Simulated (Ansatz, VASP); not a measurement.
## LiF in VASP and in Ansatz

```
CELL_PARAMETERS angstrom
0.00000 1.97372 2.01400
1.97372 0.00000 2.01400
1.97372 1.97372 0.00000
ATOMIC_POSITIONS crystal
Li 0.00000 0.00000 0.00000
F 0.50000 0.50000 0.50000
```

Change from the starting cell: equal xx and yy strain of -2 %.

Alike in both runs: task single point; functional LDA; k mesh 10 × 10 × 10; occupations fermi-dirac, width 0.03 eV; no spin polarisation.

|  | VASP | Ansatz |
| --- | --- | --- |
| version | VASP 6.6.1 | Ansatz 0.2.0 |
| potentials or method | VASP PAW LDA potentials, release 64 (Li_sv, F), cutoff 520 eV | all-electron LAPW, scalar-relativistic |

|  | VASP | Ansatz | Ansatz less VASP |
| --- | --- | --- | --- |
| gap on the k mesh at the Fermi level (eV) | 9.17 | 9.16 | -0.017 |

LDA's correlation is that of Perdew and Zunger in VASP and of Perdew and Wang (1992) in Ansatz. Ansatz ran all-electron here, and VASP with PAW potentials.

Noted on VASP's run: the cutoff is short for stress, so the pressure is rough.
